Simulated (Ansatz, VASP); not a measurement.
**Cs2Zn in VASP and in Ansatz**

```
Cs Zn
1.0
     7.01855    0.00000    0.00000
    -3.50927    6.07824    0.00000
     0.00000    0.00000    4.69371
Cs Zn
2 1
Direct
  0.33333 0.66667 0.50000
  0.66667 0.33333 0.50000
  0.00000 0.00000 0.00000
```

Alike in both runs: functional PBE; k mesh 3 × 3 × 6; occupations gaussian, width 0.1 eV; no spin polarisation.

Ansatz relaxed the structure, and its values are those at the end. VASP's run is a single point on that final structure, the one shown.

|  | VASP | Ansatz |
| --- | --- | --- |
| version | VASP 6.6.1 | Ansatz 0.2.0 |
| potentials or method | VASP PAW PBE potentials, release 64 (Cs_sv, Zn), cutoff 520 eV | scalar-relativistic, plane waves, PAW |
| valence electrons in the cell | 30 | 30 |

```tsv
	VASP	Ansatz	Ansatz less VASP
gap on the k mesh at the Fermi level (eV)	none	none	-
pressure (GPa)	0.0	0.0	+0.01
```

A gap of «none» marks a metal or a gap that the smearing closes.

Neither program's run includes spin-orbit coupling.
